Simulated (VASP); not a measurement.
A run of VASP 6.6.1 is set up as follows.

INCAR

```
SYSTEM = Ca2AlO
PREC = Accurate
ENCUT = 600
EDIFF = 1E-7
ISMEAR = 0
SIGMA = 0.1
LREAL = .False.
LASPH = .True.
NELM = 100
ALGO = Normal
ISIF = 3
LWAVE = .False.
LCHARG = .False.
GGA = PE
IBRION = 2
NSW = 90
EDIFFG = -0.04
```

File KPOINTS:

```
regular mesh
0
Gamma
  6 6 6
  0 0 0
```

Contents of POSCAR:

```
Ca2AlO
1.0
    1.7479993100      1.0092078700      6.2900539000
   -1.7479993100      1.0092078700      6.2900539000
    0.0000000000     -2.0184157400      6.2900539000
Ca Al O
2 1 1
Direct
    0.2638869000      0.2638869000      0.2638869000
    0.7361131000      0.7361131000      0.7361131000
    0.0000000000      0.0000000000      0.0000000000
    0.5000000000      0.5000000000      0.5000000000
```

Potentials or basis: VASP PAW PBE potentials, release 64 (Ca_sv, Al, O).

Launch:

```bash
$ cat potpaw_PBE.64/Ca_sv/POTCAR potpaw_PBE.64/Al/POTCAR potpaw_PBE.64/O/POTCAR > POTCAR
$ mpirun -np 1 vasp_std > vasp.out
```

Q: Predict the relaxed cell.

A: a = 8.081 Å, b = 8.081 Å, c = 8.081 Å, α = 24.83°, β = 24.83°, γ = 24.83°.

Q: What does it give for the band gap on the k mesh?

A: Zero (an odd number of electrons rules out a gap without spin polarisation).

Q: What does it give for the relaxed volume?

A: 20.46 Å³/atom.

Q: Estimate the space group after relaxing (to 0.1 Å).

A: R-3m (No. 166).

Stress tensor (GPa, compression positive):
```
0.11 0.00 0.00
0.00 0.11 0.00
0.00 0.00 0.23
```

Caveat: the volume moved by over 15 % at a fixed basis, so the end points are rough; an odd number of electrons without spin polarisation forces a metal; a magnetic or distorted state may lie lower.
